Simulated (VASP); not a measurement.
Set up this calculation in VASP 6.6.1, as the native input.

| Property | Result |
| --- | --- |
| Task | relaxation of cell and atoms |
| Functional | PBE |
| Potentials or basis | VASP PAW PBE potentials, release 64 (In_d, As) |
| Cutoff | 500 eV |
| k mesh | 6 × 6 × 4 |
| Occupations | gaussian, width 0.1 eV |
| Spin | no spin polarisation |
| Dipole correction | no |
| Further INCAR settings | ALGO = Normal; EDIFF = 1e-07; IBRION = 2; EDIFFG = -0.04; NSW = 90; ISIF = 3 |

The structure of InAs3 lies in POSCAR:

```
InAs3
1.0
    4.6290275664      0.0000000000      0.0000000000
   -2.3145137832      4.0088554674      0.0000000000
    0.0000000000      0.0000000000      4.8854582372
In As
1 3
Direct
    0.0000000000      0.0000000000      0.0000000000
    0.0000000000      0.0000000000      0.5000000000
    0.3333333333      0.6666666667      0.0000000000
    0.6666666667      0.3333333333      0.0000000000
```

One way to write it, as run:

INCAR

```
PREC = Accurate
ENCUT = 500
EDIFF = 1E-7
ISMEAR = 0
SIGMA = 0.1
LREAL = False
LASPH = True
NELM = 120
ALGO = Normal
ISIF = 3
LWAVE = False
LCHARG = False
GGA = PE
IBRION = 2
NSW = 90
EDIFFG = -0.04
GGA_COMPAT = False
NELMIN = 4
```

KPOINTS

```
Automatic mesh
0
Gamma
  6 6 4
```

Potentials or basis: VASP PAW PBE potentials, release 64 (In_d, As).

Command:

```console
$ cat potpaw_PBE.64/In_d/POTCAR potpaw_PBE.64/As/POTCAR > POTCAR
$ mpirun -np 1 vasp_std > vasp.out
```

Results of the run:

The relaxed volume is 29.02 Å³/atom. The relaxed cell is a = 5.045 Å, b = 5.045 Å, c = 5.266 Å, α = 90.00°, β = 90.00°, γ = 120.00°. The space group after relaxing (to 0.1 Å) is P6/mmm (No. 191), the energy gained by relaxing is 305.0 meV/atom and the ionic steps are 5. The pressure after relaxing is 0.0 GPa and the band gap on the k mesh is zero (bands 14 and 15 overlap by 0.91 eV).

Caveat: the volume moved by over 15 % at a fixed basis, so the end points are rough; spin-orbit coupling is left out, which moves the levels of the heavy elements.

It took 92 s on 1 thread of AMD EPYC 9R45 96-Core Processor (Zen 5) (shared host), peak memory 0.19 GiB.
